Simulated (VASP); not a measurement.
Here is a VASP 6.6.1 calculation.

The input INCAR:

```
SYSTEM = Mg2CdSe3
  PREC = Accurate
  ENCUT = 520
  EDIFF = 1E-7
  ISMEAR = 0
  SIGMA = 0.02
  LREAL = .False.
  LASPH = .True.
  NELM = 100
  ALGO = Normal
  ISIF = 2
  LWAVE = .False.
  LCHARG = .True.
  GGA = PE
  LELF = .True.
  LVHAR = .True.
  NBANDS = 26
```

Contents of KPOINTS:

```
Automatic mesh
0
Gamma
  6 6 4
  0 0 0
```

The input POSCAR:

```
Mg2CdSe3
1.0
    4.4284061016      0.0000000000      0.0000000000
   -2.2142030508      3.8351121823      0.0000000000
    0.0000000000      0.0000000000     10.8253394774
Mg Cd Se
2 1 3
Direct
    0.6666666667      0.3333333333      0.3351832123
    0.3333333333      0.6666666667      0.6630017158
    0.0000000000      0.0000000000      0.0014890828
    0.0000000000      0.0000000000      0.2564900080
    0.6666666667      0.3333333333      0.5830791063
    0.3333333333      0.6666666667      0.9107558749
```

Potentials or basis: VASP PAW PBE potentials, release 64 (Mg, Cd, Se).

Launch:

```sh
$ cat potpaw_PBE.64/Mg/POTCAR potpaw_PBE.64/Cd/POTCAR potpaw_PBE.64/Se/POTCAR > POTCAR
$ mpirun -np 1 vasp_std > vasp.out
```

(1) Estimate the largest force.

(2) Estimate the pressure.

(3) What does it give for the band gap on the k mesh?

Answers

(1) 0.026 eV/Å.

(2) -3.5 GPa.

(3) 1.23 eV, direct.
